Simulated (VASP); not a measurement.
# TaN (Fm-3m) in VASP: a series of runs, part 2 of 2

VASP 6.6.1. The steps go on from the part before.

**3. Electric field gradients, PBEsol (10.45 Å³/atom)**

This run uses another cell than the first one, of 10.45 Å³/atom.

File INCAR:

```
SYSTEM = TaN
ALGO     = Normal         ! electronic algorithm
EDIFF    = 1E-8           ! SCF threshold, eV
ENCUT    = 520            ! plane-wave cutoff, eV
GGA      = PS             ! functional
GGA_COMPAT= .False.      
ISIF     = 2              ! what is computed and relaxed
ISMEAR   = -1             ! smearing method
LASPH    = .True.         ! aspherical terms in the spheres
LCHARG   = .False.        ! write CHGCAR
LEFG     = .True.       
LREAL    = .False.        ! projectors in reciprocal space
LWAVE    = .False.        ! write WAVECAR
NBANDS   = 16             ! bands
NELM     = 120            ! most SCF steps
PREC     = Accurate       ! precision mode
SIGMA    = 0.02           ! smearing width, eV
```

File KPOINTS:

```
k-points
0
Gamma
  9 9 9
  0 0 0
```

File POSCAR:

```
TaN
1.0
    0.0000000000      2.1862392558      2.1862392558
    2.1862392558      0.0000000000      2.1862392558
    2.1862392558      2.1862392558      0.0000000000
Ta N
1 1
Direct
    0.5000000000      0.5000000000      0.5000000000
    0.0000000000      0.0000000000      0.0000000000
```

Potentials or basis: VASP PAW PBE potentials, release 64 (Ta_sv_GW, N).

Launch:

```bash
$ cat potpaw_PBE.64/Ta_sv_GW/POTCAR potpaw_PBE.64/N/POTCAR > POTCAR
$ mpirun -np 1 vasp_std > vasp.out
```

OUTCAR:

```text
SYSTEM = TaN
   EDIFF = 1E-8
   ENCUT = 520
   GGA = PS
   ISIF = 2
   ISMEAR = -1
   LASPH = .True.
   LREAL = .False.
   NELM = 120
   PREC = Accurate

 ion  position               nearest neighbor table
   1  0.500  0.500  0.500-   2 2.19   2 2.19   2 2.19   2 2.19   2 2.19   2 2.19
   2  0.000  0.000  0.000-   1 2.19   1 2.19   1 2.19   1 2.19   1 2.19   1 2.19

  LATTYP: Found a face centered cubic cell.
 ALAT       =     4.3724785116

  Lattice vectors:

 A1 = (   0.0000000000,   2.1862392558,   2.1862392558)
 A2 = (   2.1862392558,   0.0000000000,   2.1862392558)
 A3 = (   2.1862392558,   2.1862392558,   0.0000000000)

Analysis of symmetry for initial positions (statically):
=====================================================================
 Subroutine PRICEL returns:
 Original cell was already a primitive cell.

 Routine SETGRP: Setting up the symmetry group for a
 face centered cubic supercell.

 Subroutine GETGRP returns: Found 48 space group operations
 (whereof 48 operations were pure point group operations)
 out of a pool of 48 trial point group operations.

The static configuration has the point symmetry O_h .

Analysis of symmetry for dynamics (positions and initial velocities):
=====================================================================
 Subroutine PRICEL returns:
 Original cell was already a primitive cell.

 Routine SETGRP: Setting up the symmetry group for a
 face centered cubic supercell.

 Subroutine GETGRP returns: Found 48 space group operations
 (whereof 48 operations were pure point group operations)
 out of a pool of 48 trial point group operations.

The dynamic configuration has the point symmetry O_h .

[... 150 lines left out ...]
 Fermi energy:        13.8048048246

 k-point     1 :       0.0000    0.0000    0.0000
  band No.  band energies     occupation
      1     -55.5622      2.00000
      2     -21.7465      2.00000
      3     -21.7465      2.00000
      4     -21.7465      2.00000
      5      -5.0200      2.00000
      6      10.0667      2.00000
[... 433 lines left out ...]
      3     -22.0424      2.00000
      4     -22.0424      2.00000
      5      -3.7109      2.00000
      6       6.9958      2.00000
[... 8 lines left out ...]
     15      23.1581      0.00000
     16      30.0018      0.00000

 [... further k-points ...]
[... 5 lines left out ...]
  --------------------------------------------------------------------------------------
  -------------------------------------------------------------------------------------
  Total        0.0615554      0.0615554      0.0615554      0.0000000     -0.0000000      0.0000000
  in kB        4.7190374      4.7190374      4.7190374      0.0000000     -0.0000000      0.0000000
  external PRESSURE =       4.7190374 kB  Pullay stress =       0.0000000 kB

 VOLUME and BASIS-vectors are now :
 -----------------------------------------------------------------------------
  energy-cutoff  :      520.00
  volume of cell :       20.90
      direct lattice vectors                 reciprocal lattice vectors
     0.000000000  2.186239256  2.186239256    -0.228703239  0.228703239  0.228703239
     2.186239256  0.000000000  2.186239256     0.228703239 -0.228703239  0.228703239
     2.186239256  2.186239256  0.000000000     0.228703239  0.228703239 -0.228703239

 POSITION                                       TOTAL-FORCE (eV/Angst)
 -----------------------------------------------------------------------------------
      2.18624      2.18624      2.18624         0.000000     -0.000000      0.000000
      0.00000      0.00000      0.00000        -0.000000      0.000000     -0.000000
 -----------------------------------------------------------------------------------
    total drift:                                0.000000     -0.000000      0.000000

  FREE ENERGIE OF THE ION-ELECTRON SYSTEM (eV)
  ---------------------------------------------------
  free  energy   TOTEN  =       -25.7577593990 eV

  energy  without entropy=      -25.7566707185  energy(sigma->0) =      -25.75721506

 Electric field gradients (V/A^2)
---------------------------------------------------------------------
 ion       V_xx      V_yy      V_zz      V_xy      V_xz      V_yz
---------------------------------------------------------------------
   1      -0.000     0.000     0.000     0.000     0.000     0.000
   2      -0.000    -0.000    -0.000    -0.000    -0.000    -0.000
---------------------------------------------------------------------

 Electric field gradients after diagonalization (V/A^2)
 (convention: |V_zz| > |V_xx| > |V_yy|)
----------------------------------------------------------------------
 ion       V_xx      V_yy      V_zz     asymmetry (V_yy - V_xx)/ V_zz
----------------------------------------------------------------------
   1      -0.000    -0.000     0.000       0.000
   2       0.000     0.000    -0.000       0.000
----------------------------------------------------------------------

           NMR quadrupolar parameters

 Cq : quadrupolar parameter    Cq=e*Q*V_zz/h
 eta: asymmetry parameters     (V_yy - V_xx)/ V_zz
 Q  : nuclear electric quadrupole moment in mb (millibarn)
----------------------------------------------------------------------
 ion       Cq(MHz)       eta       Q (mb)
----------------------------------------------------------------------
   1       0.000       0.000       1.000
   2      -0.000       0.000       1.000
----------------------------------------------------------------------
```

OSZICAR:

```text
N       E                     dE             d eps       ncg     rms          rms(c)
DAV:   1     0.982961935167E+02    0.98296E+02   -0.11424E+04  1128   0.115E+03
DAV:   2    -0.254460818402E+02   -0.12374E+03   -0.11998E+03  1600   0.305E+02
DAV:   3    -0.296132188294E+02   -0.41671E+01   -0.41612E+01  1344   0.512E+01
DAV:   4    -0.297059587773E+02   -0.92740E-01   -0.92739E-01  1560   0.506E+00
DAV:   5    -0.297087735468E+02   -0.28148E-02   -0.28148E-02  1432   0.595E-01    0.499E+01
DAV:   6    -0.259200072515E+02    0.37888E+01   -0.81453E+00  1224   0.246E+01    0.470E+01
DAV:   7    -0.258056589498E+02    0.11435E+00   -0.47356E-01  1192   0.561E+00    0.249E+01
DAV:   8    -0.257597470981E+02    0.45912E-01   -0.15226E-01  1304   0.299E+00    0.512E-01
DAV:   9    -0.257579089704E+02    0.18381E-02   -0.52790E-03  1224   0.656E-01    0.280E-01
DAV:  10    -0.257577664231E+02    0.14255E-03   -0.14696E-03  1248   0.371E-01    0.912E-02
DAV:  11    -0.257577761924E+02   -0.97693E-05   -0.10124E-04  1288   0.971E-02    0.383E-02
DAV:  12    -0.257577590785E+02    0.17114E-04   -0.31219E-05  1256   0.501E-02    0.106E-02
DAV:  13    -0.257577594361E+02   -0.35752E-06   -0.29064E-06  1376   0.134E-02    0.204E-02
DAV:  14    -0.257577593988E+02    0.37213E-07   -0.71775E-09  1048   0.702E-04    0.179E-02
DAV:  15    -0.257577593990E+02   -0.18167E-09   -0.14368E-08   920   0.996E-04
   1 F= -.25757759E+02 E0= -.25757215E+02  d E =-.108868E-02
```

stdout:

```text
POSCAR found type information on POSCAR TaN
 POSCAR found :  2 types and       2 ions
 scaLAPACK will be used
 -----------------------------------------------------------------------------
|                                                                             |
|                                                                             |
|     You enforced a specific xc type in the INCAR file but a different       |
|     I HOPE YOU KNOW WHAT YOU ARE DOING!                                     |
|                                                                             |
 -----------------------------------------------------------------------------

 LDA part: xc-table for (Slater+PW92), standard interpolation
 POSCAR, INCAR and KPOINTS ok, starting setup
 FFT: planning ... GRIDC
 FFT: planning ... GRID_SOFT
 FFT: planning ... GRID
 WAVECAR not read
 entering main loop
ion   1

ion   2
```

It took 12 s on 1 thread of Intel Xeon Platinum 8259CL at 2.50GHz (Skylake/Cascade Lake), shared host; peak memory 0.15 GiB.

Results:

| Property | Result |
| --- | --- |
| Free energy | -25.7578 eV |
| Pressure | 0.5 GPa |
| Band gap on the k mesh | zero (bands 9 and 10 overlap by 3.76 eV) |
| Largest electric field gradient by atom | under 0.05 V/Å² on every atom |

Caveat: the PAW data sets were made with another functional, which shifts forces and pressure a little; spin-orbit coupling is left out, which moves the levels of the heavy elements.
